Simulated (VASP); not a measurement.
Wanted: the native input for a VASP 6.6.1 run.

```
Task                   : relaxation of cell and atoms
Functional             : PBE
Potentials or basis    : VASP PAW PBE potentials, release 64 (V_sv)
Cutoff                 : 600 eV
k mesh                 : 12 × 12 × 14
Occupations            : gaussian, width 0.1 eV
Spin                   : no spin polarisation
Dipole correction      : no
Further INCAR settings : ALGO = Fast; EDIFF = 1e-06; IBRION = 2; EDIFFG = -0.01; NSW = 80; ISIF = 3
```

The structure of V lies in POSCAR:

```
V
1.0
    2.1796930140     -4.4220654798      0.0000000000
    2.1796930140      4.4220654798      0.0000000000
    0.0000000000      0.0000000000      2.8935463407
V
4
Direct
    0.6372647191      0.3627352809      0.5000123043
    0.8627352809      0.1372647191      1.0000123043
    0.3627352809      0.6372647191      0.4999876957
    0.1372647191      0.8627352809     -0.0000123043
```

The input as run:

INCAR

```
PREC = Accurate ; ENCUT = 600
EDIFF = 1E-6 ; ISMEAR = 0
SIGMA = 0.1 ; LREAL = False
LASPH = True ; NELM = 100
ALGO = Fast ; ISIF = 3
LWAVE = False ; LCHARG = False
GGA = PE ; IBRION = 2
NSW = 80 ; EDIFFG = -0.01
```

KPOINTS

```
regular mesh
0
Gamma
  12 12 14
```

Potentials or basis: VASP PAW PBE potentials, release 64 (V_sv).

Command:

```bash
$ cat potpaw_PBE.64/V_sv/POTCAR > POTCAR
$ mpirun -np 1 vasp_std > vasp.out
```

Results of the run:

The relaxed volume is 13.95 Å³/atom, the relaxed cell is a = 4.972 Å, b = 4.972 Å, c = 2.864 Å, α = 90.00°, β = 90.00°, γ = 128.00° and the space group after relaxing (to 0.1 Å) is Fmmm (No. 69). The energy gained by relaxing is 1.1 meV/atom. The ionic steps are 7 and the pressure after relaxing is 0.0 GPa. The largest force after relaxing is 0.004 eV/Å and the band gap on the k mesh is zero (bands 26 and 27 overlap by 0.91 eV).

Wall time 52 min on 1 thread of Oxide Virtual Turin-like Processor, with other jobs on the host, peak memory 0.57 GiB.
